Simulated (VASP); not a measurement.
# W (Im-3m) in VASP: notebook

The runs below take W through single point, with r2SCAN.

All numbers are computed with VASP 6.6.1; they aren't measurements. Logs are shortened: lines on timing, memory, paths and dates and some standing lists are left out, and cuts for length are marked.

## 1. The cell of the first run

Symmetry: Im-3m, No. 229, cubic system. Conventional cell: a = 3.104 Å, b = 3.104 Å, c = 3.104 Å, α = 90.00°, β = 90.00°, γ = 90.00°. W (site symmetry m-3m) has 14 W at 2.69 to 3.10 Å within 3.5 Å.

## 2. Single point, r2SCAN (14.95 Å³/atom)

POSCAR

```
W
1.0
   -1.5518803921      1.5518803921      1.5518803921
    1.5518803921     -1.5518803921      1.5518803921
    1.5518803921      1.5518803921     -1.5518803921
W
1
Direct
    0.0000000000      0.0000000000      0.0000000000
```

INCAR.step1

```
PREC = Accurate
ENCUT = 520
ISMEAR = 0
SIGMA = 0.1
LREAL = F
LASPH = T
NELM = 100
NBANDS = 13
GGA = PE
ALGO = Normal
EDIFF = 1E-4
LWAVE = T
LCHARG = F
```

INCAR.step2

```
PREC = Accurate
ENCUT = 520
EDIFF = 1E-7
ISMEAR = 0
SIGMA = 0.1
LREAL = F
LASPH = T
NELM = 100
ALGO = Normal
ISIF = 2
LWAVE = F
LCHARG = F
METAGGA = R2SCAN
LMIXTAU = T
NBANDS = 13
ISTART = 1
```

KPOINTS

```
regular mesh
0
Gamma
  18 18 18
```

Potentials or basis: VASP PAW PBE potentials, release 64 (W_sv).

Launch:

```bash
$ cat potpaw_PBE.64/W_sv/POTCAR > POTCAR
$ cp INCAR.step1 INCAR
$ mpirun -np 1 vasp_std > vasp.out
$ cp INCAR.step2 INCAR
$ mpirun -np 1 vasp_std > vasp.out
```

OUTCAR:

```text
PREC = Accurate
   ENCUT = 520
   EDIFF = 1E-7
   ISMEAR = 0
   LREAL = F
   LASPH = T
   NELM = 100
   ISIF = 2
   METAGGA = R2SCAN
   ISTART = 1

 ion  position               nearest neighbor table
   1  0.000  0.000  0.000-

  LATTYP: Found a body centered cubic cell.
 ALAT       =     3.1037607842

  Lattice vectors:

 A1 = (  -1.5518803921,   1.5518803921,   1.5518803921)
 A2 = (   1.5518803921,  -1.5518803921,   1.5518803921)
 A3 = (   1.5518803921,   1.5518803921,  -1.5518803921)

Analysis of symmetry for initial positions (statically):
=====================================================================
 Subroutine PRICEL returns:
 Original cell was already a primitive cell.

 Routine SETGRP: Setting up the symmetry group for a
 body centered cubic supercell.

 Subroutine GETGRP returns: Found 48 space group operations
 (whereof 48 operations were pure point group operations)
 out of a pool of 48 trial point group operations.

The static configuration has the point symmetry O_h .

Analysis of symmetry for dynamics (positions and initial velocities):
=====================================================================
 Subroutine PRICEL returns:
 Original cell was already a primitive cell.

 Routine SETGRP: Setting up the symmetry group for a
 body centered cubic supercell.

 Subroutine GETGRP returns: Found 48 space group operations
 (whereof 48 operations were pure point group operations)
 out of a pool of 48 trial point group operations.

The dynamic configuration has the point symmetry O_h .

 Subroutine INISYM returns: Found 48 space group operations
 (whereof 48 operations are pure point group operations),
 and found     1 'primitive' translations

----------------------------------------------------------------------------------------

                                     Primitive cell

  volume of cell :      14.9498

  direct lattice vectors                    reciprocal lattice vectors
    -1.551880392  1.551880392  1.551880392     0.000000000  0.322189779  0.322189779
     1.551880392 -1.551880392  1.551880392     0.322189779  0.000000000  0.322189779
     1.551880392  1.551880392 -1.551880392     0.322189779  0.322189779  0.000000000

  length of vectors
     2.687935686  2.687935686  2.687935686     0.455645155  0.455645155  0.455645155

  position of ions in fractional coordinates (direct lattice)
     0.000000000  0.000000000  0.000000000

  ion indices of the primitive-cell ions
   primitive index   ion index
                 1           1

----------------------------------------------------------------------------------------

 KPOINTS: regular mesh

Automatic generation of k-mesh.
 Grid dimensions read from file:
 generate k-points for:   18   18   18

 Generating k-lattice:

  Cartesian coordinates                     Fractional coordinates (reciprocal lattice)
     0.000000000  0.017899432  0.017899432     0.055555556  0.000000000  0.000000000
     0.017899432  0.000000000  0.017899432     0.000000000  0.055555556  0.000000000
     0.017899432  0.017899432  0.000000000     0.000000000  0.000000000  0.055555556

  Length of vectors
     0.025313620  0.025313620  0.025313620

  Shift w.r.t. Gamma in fractional coordinates (k-lattice)
     0.000000000  0.000000000  0.000000000

 Subroutine IBZKPT returns following result:
 ===========================================

 Found    195 irreducible k-points:

 Following reciprocal coordinates:
            Coordinates               Weight
  0.000000  0.000000  0.000000      1.000000
  0.055556  0.000000  0.000000     12.000000
  0.111111  0.000000  0.000000     12.000000
  0.166667  0.000000  0.000000     12.000000
  0.222222  0.000000  0.000000     12.000000
  0.277778  0.000000  0.000000     12.000000
[... 16 lines left out ...]
  0.333333  0.111111  0.000000     48.000000
  0.388889  0.111111  0.000000     48.000000
 [... further k-points ...]
   k-points           NKPTS =    195   k-points in BZ     NKDIM =    195   number of bands    NBANDS=     13
   number of dos      NEDOS =    301   number of ions     NIONS =      1
   total plane-waves  NPLWV =   8000
   dimension x,y,z NGX =    20 NGY =   20 NGZ =   20
   dimension x,y,z NGXF=    40 NGYF=   40 NGZF=   40
   ions per type =               1
   NGX,Y,Z   is equivalent  to a cutoff of  12.37, 12.37, 12.37 a.u.
   NGXF,Y,Z  is equivalent  to a cutoff of  24.74, 24.74, 24.74 a.u.
 SYSTEM =  unknown system
   PREC   = accura    normal or accurate (medium, high low for compatibility)
   ISTART =      1    job   : 0-new  1-cont  2-samecut
   ICHARG =      0    charge: 1-file 2-atom 10-const
   ISPIN  =      1    spin polarized calculation?
   LNONCOLLINEAR =      F non collinear calculations
   LSORBIT =      F    spin-orbit coupling
   LASPH  =      T    aspherical Exc in radial PAW
   ENCUT  =  520.0 eV  38.22 Ry    6.18 a.u.   5.00  5.00  5.00*2*pi/ulx,y,z
   NELM   =    100;   NELMIN=  2; NELMDL=  0     # of ELM steps
   EDIFF  = 0.1E-06   stopping-criterion for ELM
   LREAL  =      F    real-space projection
   EDIFFG = 0.1E-05   stopping-criterion for IOM
   NSW    =      0    number of steps for IOM
   IBRION =     -1    ionic relax: 0-MD 1-quasi-New 2-CG
   NFREE  =      0    steps in history (QN), initial steepest desc. (CG)
   ISIF   =      2    stress and relaxation
   ISYM   =      2    0-nonsym 1-usesym 2-fastsym
   POTIM  = 0.5000    time-step for ionic-motion
   TEBEG  =    0.0;   TEEND  =   0.0 temperature during run
   PSTRESS=    0.0 pullay stress
   NELECT =      14.0000    total number of electrons
   NUPDOWN=      -1.0000    fix difference up-down
   EMIN   =  10.00;   EMAX   =-10.00  energy-range for DOS
   EFERMI =   0.00;   METHOD = LEGACY
   ISMEAR =     0;   SIGMA  =   0.10  broadening in eV -4-tet -1-fermi 0-gaus
   EFERMI_NEDOS =   21; number of points for ismear=-14 and -15
   IALGO  =     38    algorithm
   IMIX   =      4    mixing-type and parameters
     AMIX     =   0.40;   BMIX     =  1.00
     AMIX_MAG =   1.60;   BMIX_MAG =  1.00
  volume/ion in A,a.u.               =      14.95       100.89
  Fermi-wavevector in a.u.,A,eV,Ry     =   1.601668  3.026714 34.903591  2.565342
  Thomas-Fermi vector in A             =   2.698610
   LORBIT       =      0    0 simple, 1 ext, 2 COOP (PROOUT), +10 PAW based schemes
   METAGGA = R2SCAN    functional components
   LHFCALC =     F    Hartree Fock is set to
   AEXX    =    0.0000 exact exchange contribution
   IVDW    =     0    specifies the selected vdW correction
   LEPSILON=     F    determine dielectric tensor
   LRPA    =     F    only Hartree local field effects (RPA)
 non-spin polarized calculation
 Gauss-broadening in eV      SIGMA  =   0.10
  energy-cutoff  :      520.00
  volume of cell :       14.95
 maximum number of plane-waves:       418
   NGX =  9   NGY =  9   NGZ =  9

 number of electron      14.0000000 magnetization

 Free energy of the ion-electron system (eV)
  ---------------------------------------------------
  ext. energy  EPLUGINS =         0.00000000
  ---------------------------------------------------
  free energy    TOTEN  =       -51.27488995 eV

  energy without entropy =      -51.27177939  energy(sigma->0) =      -51.27333467

 E-fermi :  12.1444     XC(G=0): -15.3433

 val. band max:       12.1339551184   @ k =  -0.1667   0.1667   0.0556
 cond. band min:      12.1633681264   @ k =  -0.3889   0.3889   0.2778
 fundamental gap:      0.0294130080
 Fermi energy:        12.1444002894

 k-point     1 :       0.0000    0.0000    0.0000
  band No.  band energies     occupation
      1     -63.8842      2.00000
      2     -26.6399      2.00000
      3     -26.6399      2.00000
      4     -26.6399      2.00000
      5       1.7038      2.00000
      6      10.7704      2.00000
      7      10.7704      2.00000
      8      10.7704      2.00000
      9      14.8530      0.00000
     10      14.8530      0.00000
     11      27.5420      0.00000
     12      27.5420      0.00000
     13      27.5420      0.00000

 k-point     2 :       0.0556    0.0000    0.0000
  band No.  band energies     occupation
      1     -63.8783      2.00000
      2     -26.6948      2.00000
      3     -26.6566      2.00000
      4     -26.6403      2.00000
      5       1.8722      2.00000
      6      10.6644      2.00000
      7      10.7454      2.00000
      8      10.9328      2.00000
      9      14.6753      0.00000
     10      14.8511      0.00000
     11      27.6905      0.00000
     12      27.8273      0.00000
     13      27.9723      0.00000

 k-point     3 :       0.1111    0.0000    0.0000
  band No.  band energies     occupation
      1     -63.8616      2.00000
      2     -26.8511      2.00000
      3     -26.7043      2.00000
      4     -26.6413      2.00000
      5       2.3568      2.00000
      6      10.3723      2.00000
      7      10.6411      2.00000
      8      11.4145      2.00000
      9      14.2979      0.00000
     10      14.8552      0.00000
     11      28.0677      0.00000
     12      28.6554      0.00000
     13      29.0705      0.00000
[... 305 lines left out ...]
 k-point    23 :       0.3333    0.1111    0.0000
  band No.  band energies     occupation
      1     -63.7049      2.00000
      2     -28.0835      2.00000
      3     -27.1615      2.00000
      4     -26.7231      2.00000
      5       5.7257      2.00000
      6       8.4402      2.00000
      7      10.7453      2.00000
      8      14.4376      0.00000
      9      15.8519      0.00000
     10      18.1820      0.00000
     11      25.4939      0.00000
     12      26.7439      0.00000
     13      31.8145      0.00000

 k-point    24 :       0.3889    0.1111    0.0000
  band No.  band energies     occupation
      1     -63.6888      2.00000
      2     -28.1961      2.00000
      3     -27.2165      2.00000
      4     -26.7254      2.00000
      5       5.6861      2.00000
      6       8.2795      2.00000
      7      11.5486      2.00000
      8      14.5591      0.00000
      9      16.0965      0.00000
     10      19.3467      0.00000
     11      24.5427      0.00000
     12      25.7021      0.00000
     13      30.7020      0.00000

 [... further k-points ...]
[... 5 lines left out ...]
  --------------------------------------------------------------------------------------
  -------------------------------------------------------------------------------------
  Total        2.2604722      2.2604722      2.2604722      0.0000000      0.0000000     -0.0000000
  in kB      242.2562656    242.2562656    242.2562656      0.0000000      0.0000000     -0.0000000
  external PRESSURE =     242.2562656 kB  Pullay stress =       0.0000000 kB

 VOLUME and BASIS-vectors are now :
 -----------------------------------------------------------------------------
  energy-cutoff  :      520.00
  volume of cell :       14.95
      direct lattice vectors                 reciprocal lattice vectors
    -1.551880392  1.551880392  1.551880392     0.000000000  0.322189779  0.322189779
     1.551880392 -1.551880392  1.551880392     0.322189779  0.000000000  0.322189779
     1.551880392  1.551880392 -1.551880392     0.322189779  0.322189779  0.000000000

 POSITION                                       TOTAL-FORCE (eV/Angst)
 -----------------------------------------------------------------------------------
      0.00000      0.00000      0.00000         0.000000      0.000000      0.000000
 -----------------------------------------------------------------------------------
    total drift:                                0.000000     -0.000000      0.000000

  FREE ENERGIE OF THE ION-ELECTRON SYSTEM (eV)
  ---------------------------------------------------
  free  energy   TOTEN  =       -51.2748899463 eV

  energy  without entropy=      -51.2717793920  energy(sigma->0) =      -51.27333467
```

It took 3 min on 1 thread of Intel Xeon 8259CL, shared host; peak memory 0.16 GiB.

What came out:

```
Free energy            : -51.2749 eV
Pressure               : 24.2 GPa
Band gap on the k mesh : zero (bands 7 and 8 overlap by 7.17 eV)
```

Caveat: the cell stands under pressure; the PAW data sets were made with another functional, which shifts forces and pressure a little; spin-orbit coupling is left out, which moves the levels of the heavy elements.

(Part 1 of 2 ends here.)
